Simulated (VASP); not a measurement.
Input of a VASP 6.6.1 run:

The input INCAR:

```
ALGO = Normal
DIPOL = 0.5 0.5 0.500
EDIFF = 1E-7
ENCUT = 520
GGA = CA
IDIPOL = 3
ISIF = 2
ISMEAR = -1
ISPIN = 2
LASPH = True
LCHARG = True
LDIPOL = True
LELF = True
LMAXMIX = 4
LORBIT = 11
LREAL = False
LVACPOTAV = True
LVHAR = True
LWAVE = False
MAGMOM = 1 1 1 1 1 1
NBANDS = 43
NELM = 150
PREC = Accurate
SIGMA = 0.1
```

Contents of KPOINTS:

```
k-points
0
Gamma
  19 19 1
```

Contents of POSCAR:

```
Ni
1.0
    2.4218948118      0.0000000000      0.0000000000
   -1.2109474059      2.0974224323      0.0000000000
    0.0000000000      0.0000000000     25.8873000000
Ni
6
Direct
    0.1666666667      0.3333333333      0.3100318835
    0.5000000000      1.0000000000      0.3854386571
    0.8333333333      0.6666666667      0.4617922994
    0.1666666667      0.3333333333      0.5382076959
    0.5000000000      1.0000000000      0.6145613443
    0.8333333333      0.6666666667      0.6899681193
```

Potentials or basis: VASP PAW LDA potentials, release 64 (Ni).

The run is started by

```sh
$ cat potpaw_LDA.64/Ni/POTCAR > POTCAR
$ mpirun -np 1 vasp_std > vasp.out
```

(1) Predict the site moments.

(2) Predict the net moment.

(3) What does it give for the largest force?

Answers

(1) Ni +0.59, +0.55 (each value once) μB.

(2) 3.46 μB per cell.

(3) 0.006 eV/Å.
